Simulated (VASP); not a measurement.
Input of a VASP 6.6.1 run:

INCAR

```
PREC     = Accurate       # precision mode
ENCUT    = 520            # plane-wave cutoff, eV
EDIFF    = 1E-7           # SCF threshold, eV
ISMEAR   = 0              # smearing method
SIGMA    = 0.15           # smearing width, eV
LREAL    = F              # projectors in reciprocal space
LASPH    = T              # aspherical terms in the spheres
NELM     = 60             # most SCF steps
ALGO     = Fast           # electronic algorithm
ISIF     = 2              # what is computed and relaxed
LWAVE    = F              # write WAVECAR
LCHARG   = F              # write CHGCAR
GGA      = PE             # functional
NBANDS   = 11             # bands
```

KPOINTS

```
Automatic mesh
0
Gamma
  22 22 22
```

Contents of POSCAR:

```
Pt
1.0
    0.0000000000      2.2573613561      1.6575804438
    2.2573613561      0.0000000000      1.6575804438
    2.2573613561      2.2573613561      0.0000000000
Pt
1
Direct
    0.0000000000      0.0000000000      0.0000000000
```

Potentials or basis: VASP PAW PBE potentials, release 64 (Pt).

The run is started by

```bash
$ cat potpaw_PBE.64/Pt/POTCAR > POTCAR
$ mpirun -np 1 vasp_std > vasp.out
```

Estimate the pressure.

-13.3 GPa.

Predict the band gap on the k mesh.

zero (bands 5 and 6 overlap by 1.94 eV).

Stress tensor (GPa, compression positive):
```
-14.17   0.00   0.00
  0.00 -14.17   0.00
  0.00   0.00 -11.66
```

Caveat: the cell stands under tension; spin-orbit coupling is left out, which moves the levels of the heavy elements.
